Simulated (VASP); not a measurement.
Input of a VASP 6.6.1 run:

The input INCAR:

```
SYSTEM = Ba
PREC = Accurate
ENCUT = 520
EDIFF = 1E-6
ISMEAR = 0
SIGMA = 0.1
LREAL = .FALSE.
LASPH = .TRUE.
NELM = 100
ALGO = Fast
ISIF = 2
LWAVE = .FALSE.
LCHARG = .FALSE.
GGA = PS
NBANDS = 11
```

KPOINTS

```
regular mesh
0
G
  8 8 8
  0 0 0
```

File POSCAR:

```
Ba
1.0
   -2.4519336738      2.4519336738      2.3801368236
    2.4519336738     -2.4519336738      2.3801368236
    2.4519336738      2.4519336738     -2.3801368236
Ba
1
Direct
    0.0000000000      0.0000000000      0.0000000000
```

Potentials or basis: VASP PAW PBE potentials, release 64 (Ba_sv).

Command:

```sh
$ cat potpaw_PBE.64/Ba_sv/POTCAR > POTCAR
$ mpirun -np 1 vasp_std > vasp.out
```

Task: Predict the pressure.

Result: 0.2 GPa.

Task: Predict the band gap on the k mesh.

Result: Zero (band 5 reaches 2.44 eV, above the bottom of band 6 at 1.20 eV).

Stress tensor (GPa, compression positive):
```
0.14 0.00 0.00
0.00 0.14 0.00
0.00 0.00 0.32
```

Caveat: the PAW data sets were made with another functional, which shifts forces and pressure a little; spin-orbit coupling is left out, which moves the levels of the heavy elements.
